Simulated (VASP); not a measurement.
# EuS (Fm-3m) in VASP: single point with LDA

Aim: the single point of EuS with LDA.

Program: VASP 6.6.1. These are calculated values, not measurements. Logs are shortened: lines on timing, memory, paths and dates and some standing lists are left out, and cuts for length are marked.

### 1 The cell of the first run

It takes space group Fm-3m (No. 225, cubic). Conventional cell: a = 5.957 Å, b = 5.957 Å, c = 5.957 Å, α = 90.00°, β = 90.00°, γ = 90.00°. Eu (site symmetry m-3m) has 6 S at 2.98 Å within 3.9 Å. Within 3.9 Å of S (site symmetry m-3m) lie 6 Eu at 2.98 Å.

### 2 Single point, LDA, collinear spin, ferromagnetic start

Contents of INCAR:

```
ALGO     = Normal         # electronic algorithm
EDIFF    = 1E-6           # SCF threshold, eV
ENCUT    = 600            # plane-wave cutoff, eV
GGA      = CA             # functional
GGA_COMPAT= False        
ISIF     = 2              # what is computed and relaxed
ISMEAR   = -1             # smearing method
ISPIN    = 2              # spin polarisation
ISYM     = 0            
LASPH    = True           # aspherical terms in the spheres
LCHARG   = True           # write CHGCAR
LELF     = True           # ELF
LMAXMIX  = 6              # l up to which the mixer works
LORBIT   = 11             # projections on sites
LREAL    = False          # projectors in reciprocal space
LVHAR    = True         
LWAVE    = False          # write WAVECAR
MAGMOM   = 7 7 0 0        # initial moments
NBANDS   = 35             # bands
NELM     = 200            # most SCF steps
PREC     = Accurate       # precision mode
SIGMA    = 0.02           # smearing width, eV
```

Contents of KPOINTS:

```
k-points
0
Gamma
  5 3 5
```

Contents of POSCAR:

```
EuS
1.0
    0.0000000000     -2.9785000000     -2.9785000000
   -5.9570000000     -2.9785000000     -2.9785000000
    0.0000000000      2.9785000000     -2.9785000000
Eu S
2 2
Direct
    0.0000000000      0.0000000000      0.0000000000
    0.0000000000      0.5000000000      0.5000000000
    0.5000000000      0.0000000000      0.5000000000
    0.5000000000      0.5000000000      0.0000000000
```

Potentials or basis: VASP PAW PBE potentials, release 64 (Eu, S).

Launch:

```bash
$ cat potpaw_PBE.64/Eu/POTCAR potpaw_PBE.64/S/POTCAR > POTCAR
$ mpirun -np 1 vasp_std > vasp.out
```

OUTCAR:

```text
EDIFF = 1E-6
   ENCUT = 600
   GGA = CA
   ISIF = 2
   ISMEAR = -1
   ISPIN = 2
   ISYM = 0
   LASPH = True
   LORBIT = 11
   LREAL = False
   NELM = 200
   PREC = Accurate

 ion  position               nearest neighbor table
   1  0.000  0.000  0.000-   3 2.98   3 2.98   4 2.98   3 2.98   4 2.98   3 2.98
   2  0.000  0.500  0.500-   4 2.98   4 2.98   3 2.98   3 2.98   4 2.98   4 2.98
   3  0.500  0.000  0.500-   1 2.98   1 2.98   2 2.98   1 2.98   2 2.98   1 2.98
   4  0.500  0.500  0.000-   2 2.98   2 2.98   1 2.98   1 2.98   2 2.98   2 2.98

IMPORTANT INFORMATION: All symmetrisations will be switched off!
NOSYMM: (Re-)initialisation of all symmetry stuff for point group C_1.

----------------------------------------------------------------------------------------

                                     Primitive cell

  volume of cell :     105.6946

  direct lattice vectors                    reciprocal lattice vectors
     0.000000000 -2.978500000 -2.978500000     0.167869733 -0.167869733 -0.167869733
    -5.957000000 -2.978500000 -2.978500000    -0.167869733  0.000000000  0.000000000
     0.000000000  2.978500000 -2.978500000     0.000000000  0.167869733 -0.167869733

  length of vectors
     4.212235096  7.295805199  4.212235096     0.290758907  0.167869733  0.237403653

  position of ions in fractional coordinates (direct lattice)
     0.000000000  0.000000000  0.000000000
     0.000000000  0.500000000  0.500000000
     0.500000000  0.000000000  0.500000000
     0.500000000  0.500000000  0.000000000

  ion indices of the primitive-cell ions
   primitive index   ion index
                 1           1
                 2           2
                 3           3
                 4           4

----------------------------------------------------------------------------------------

 KPOINTS: k-points

Automatic generation of k-mesh.
 Grid dimensions read from file:
 generate k-points for:    5    3    5

 Generating k-lattice:

  Cartesian coordinates                     Fractional coordinates (reciprocal lattice)
     0.033573947 -0.033573947 -0.033573947     0.200000000  0.000000000  0.000000000
    -0.055956578  0.000000000  0.000000000     0.000000000  0.333333333  0.000000000
     0.000000000  0.033573947 -0.033573947     0.000000000  0.000000000  0.200000000

  Length of vectors
     0.058151781  0.055956578  0.047480731

  Shift w.r.t. Gamma in fractional coordinates (k-lattice)
     0.000000000  0.000000000  0.000000000

 -----------------------------------------------------------------------------
|                                                                             |
|           W    W    AA    RRRRR   N    N  II  N    N   GGGG   !!!           |
|           W    W   A  A   R    R  NN   N  II  NN   N  G    G  !!!           |
|           W    W  A    A  R    R  N N  N  II  N N  N  G       !!!           |
|           W WW W  AAAAAA  RRRRR   N  N N  II  N  N N  G  GGG   !            |
|           WW  WW  A    A  R   R   N   NN  II  N   NN  G    G                |
|           W    W  A    A  R    R  N    N  II  N    N   GGGG   !!!           |
|                                                                             |
|     Your reciprocal lattice and k-lattice belong to different lattice       |
|     classes:                                                                |
|                                                                             |
|        The reciprocal lattice is simple tetragonal,                         |
|        whereas your k-lattice is simple monoclinic.                         |
|                                                                             |
|     Results are often still useful ...                                      |
|                                                                             |
 -----------------------------------------------------------------------------

 WARNING: IBZKPT: internal override: KBLOWUP is changed to .FALSE.
      ... skipping the blow-up phase ...

 Subroutine IBZKPT returns following result:
 ===========================================

 Found     38 irreducible k-points:

 Following reciprocal coordinates:
            Coordinates               Weight
  0.000000  0.000000  0.000000      1.000000
  0.200000  0.000000  0.000000      2.000000
  0.400000  0.000000  0.000000      2.000000
  0.000000  0.333333  0.000000      2.000000
  0.200000  0.333333  0.000000      2.000000
  0.400000  0.333333  0.000000      2.000000
[... 16 lines left out ...]
 -0.200000 -0.333333  0.200000      2.000000
  0.000000  0.000000  0.400000      2.000000
 [... further k-points ...]
   k-points           NKPTS =     38   k-points in BZ     NKDIM =     38   number of bands    NBANDS=     35
   number of dos      NEDOS =    301   number of ions     NIONS =      4
   total plane-waves  NPLWV =  77760
   dimension x,y,z NGX =    36 NGY =   60 NGZ =   36
   dimension x,y,z NGXF=    72 NGYF=  120 NGZF=   72
   ions per type =               2   2
   NGX,Y,Z   is equivalent  to a cutoff of  14.21, 13.67, 14.21 a.u.
   NGXF,Y,Z  is equivalent  to a cutoff of  28.42, 27.34, 28.42 a.u.
 SYSTEM =  unknown system
   PREC   = accura    normal or accurate (medium, high low for compatibility)
   ISTART =      0    job   : 0-new  1-cont  2-samecut
   ICHARG =      2    charge: 1-file 2-atom 10-const
   ISPIN  =      2    spin polarized calculation?
   LNONCOLLINEAR =      F non collinear calculations
   LSORBIT =      F    spin-orbit coupling
   LASPH  =      T    aspherical Exc in radial PAW
   ENCUT  =  600.0 eV  44.10 Ry    6.64 a.u.   8.41 14.57  8.41*2*pi/ulx,y,z
   NELM   =    200;   NELMIN=  2; NELMDL= -5     # of ELM steps
   EDIFF  = 0.1E-05   stopping-criterion for ELM
   LREAL  =      F    real-space projection
   EDIFFG = 0.1E-04   stopping-criterion for IOM
   NSW    =      0    number of steps for IOM
   IBRION =     -1    ionic relax: 0-MD 1-quasi-New 2-CG
   NFREE  =      0    steps in history (QN), initial steepest desc. (CG)
   ISIF   =      2    stress and relaxation
   ISYM   =      0    0-nonsym 1-usesym 2-fastsym
   POTIM  = 0.5000    time-step for ionic-motion
   TEBEG  =    0.0;   TEEND  =   0.0 temperature during run
   PSTRESS=    0.0 pullay stress
   NELECT =      46.0000    total number of electrons
   NUPDOWN=      -1.0000    fix difference up-down
   EMIN   =  10.00;   EMAX   =-10.00  energy-range for DOS
   EFERMI =   0.00;   METHOD = LEGACY
   ISMEAR =    -1;   SIGMA  =   0.02  broadening in eV -4-tet -1-fermi 0-gaus
   EFERMI_NEDOS =   21; number of points for ismear=-14 and -15
   IALGO  =     38    algorithm
   IMIX   =      4    mixing-type and parameters
     AMIX     =   0.40;   BMIX     =  1.00
     AMIX_MAG =   1.60;   BMIX_MAG =  1.00
  volume/ion in A,a.u.               =      26.42       178.32
  Fermi-wavevector in a.u.,A,eV,Ry     =   1.240633  2.344456 20.941667  1.539169
  Thomas-Fermi vector in A             =   2.375065
   LORBIT       =     11    0 simple, 1 ext, 2 COOP (PROOUT), +10 PAW based schemes
   GGA     = CA    functional components
   LHFCALC =     F    Hartree Fock is set to
   AEXX    =    0.0000 exact exchange contribution
   IVDW    =     0    specifies the selected vdW correction
   LEPSILON=     F    determine dielectric tensor
   LRPA    =     F    only Hartree local field effects (RPA)
 spin polarized calculation
  energy-cutoff  :      600.00
  volume of cell :      105.69
 maximum number of plane-waves:      3563
 NGX is ok and might be reduce to    36
   NGX = 17   NGY = 29   NGZ = 17

 number of electron      45.9999994 magnetization      13.8688438

 Free energy of the ion-electron system (eV)
  ---------------------------------------------------
  ext. energy  EPLUGINS =         0.00000000
  ---------------------------------------------------
  free energy    TOTEN  =       -41.07715736 eV

  energy without entropy =      -41.07269662  energy(sigma->0) =      -41.07492699

 E-fermi :   3.8781     XC(G=0): -10.0059

 val. band max:        3.8615548690   @ k =   0.0000   0.0000   0.0000
 cond. band min:       3.8846506176   @ k =   0.0000   0.3333   0.0000
 fundamental gap:      0.0230957485
 Fermi energy:         3.8781171238

 spin component 1

 k-point     1 :       0.0000    0.0000    0.0000
  band No.  band energies     occupation
      1     -37.2556      1.00000
      2     -37.2377      1.00000
      3     -16.3408      1.00000
      4     -16.2001      1.00000
      5     -16.1995      1.00000
      6     -16.1038      1.00000
[... 27 lines left out ...]
     34       4.9991      0.00000
     35       4.9993      0.00000
[... 843 lines left out ...]
      5     -16.2466      1.00000
      6     -16.1715      1.00000
[... 27 lines left out ...]
     34       6.3623      0.00000
     35       6.7149      0.00000

 [... further k-points ...]

 spin component 2

 k-point     1 :       0.0000    0.0000    0.0000
  band No.  band energies     occupation
      1     -34.4720      1.00000
      2     -34.4477      1.00000
      3     -14.3327      1.00000
      4     -14.1421      1.00000
      5     -14.1413      1.00000
      6     -14.0144      1.00000
[... 27 lines left out ...]
     34       8.2226      0.00000
     35       8.2588      0.00000
[... 843 lines left out ...]
      5     -14.2068      1.00000
      6     -14.1065      1.00000
[... 27 lines left out ...]
     34       8.3422      0.00000
     35       8.4480      0.00000

 [... further k-points ...]

------------------------ aborting loop because EDIFF is reached ----------------------------------------

  FORCE on cell =-STRESS in cart. coord.  units (eV):
  Direction    XX          YY          ZZ          XY          YZ          ZX
  --------------------------------------------------------------------------------------
  -------------------------------------------------------------------------------------
  Total       -5.0858914     -5.0946953     -5.0948504      0.0118181     -0.0029998      0.0118684
  in kB      -77.0947596    -77.2282141    -77.2305655      0.1791457     -0.0454732      0.1799071
  external PRESSURE =     -77.1845130 kB  Pullay stress =       0.0000000 kB

 VOLUME and BASIS-vectors are now :
 -----------------------------------------------------------------------------
  energy-cutoff  :      600.00
  volume of cell :      105.69
      direct lattice vectors                 reciprocal lattice vectors
     0.000000000 -2.978500000 -2.978500000     0.167869733 -0.167869733 -0.167869733
    -5.957000000 -2.978500000 -2.978500000    -0.167869733  0.000000000  0.000000000
     0.000000000  2.978500000 -2.978500000     0.000000000  0.167869733 -0.167869733

 POSITION                                       TOTAL-FORCE (eV/Angst)
 -----------------------------------------------------------------------------------
      0.00000      0.00000      0.00000         0.000055      0.000064     -0.000048
     -2.97850      0.00000     -2.97850        -0.000017     -0.000053      0.000017
      0.00000      0.00000     -2.97850        -0.000032     -0.000012      0.000019
     -2.97850     -2.97850     -2.97850        -0.000006      0.000000      0.000012
 -----------------------------------------------------------------------------------
    total drift:                                0.000077      0.000027     -0.000061

  FREE ENERGIE OF THE ION-ELECTRON SYSTEM (eV)
  ---------------------------------------------------
  free  energy   TOTEN  =       -41.0771573615 eV

  energy  without entropy=      -41.0726966161  energy(sigma->0) =      -41.07492699

 total charge

# of ion       s       p       d       f       tot
--------------------------------------------------
    1        2.020   5.694   0.321   6.637  14.673
    2        2.020   5.694   0.321   6.638  14.673
    3        1.307   2.387   0.000   0.000   3.694
    4        1.307   2.387   0.000   0.000   3.694
--------------------------------------------------
tot          6.656  16.162   0.641  13.275  36.734

 magnetization (x)

# of ion       s       p       d       f       tot
--------------------------------------------------
    1       -0.009  -0.087   0.081   6.604   6.588
    2       -0.009  -0.088   0.081   6.605   6.589
    3       -0.006  -0.053   0.000   0.000  -0.058
    4       -0.006  -0.052   0.000   0.000  -0.058
--------------------------------------------------
tot         -0.030  -0.280   0.162  13.209  13.061
```

It took 15 min on 1 thread of Oxide Virtual Turin-like, shared host; peak memory 0.38 GiB.

Results:

- Free energy: -41.0772 eV
- Pressure: -7.7 GPa
- Net moment: 13.87 μB per cell
- Site moments: Eu +6.59; S -0.06 μB
- Valence electrons inside the program's atomic spheres: Eu 14.67; S 3.69

Caveat: the cell stands under tension; the PAW data sets were made with another functional, which shifts forces and pressure a little; spin-orbit coupling is left out, which moves the levels of the heavy elements; semilocal functionals describe open f shells poorly, which spoils levels, moments and volumes.
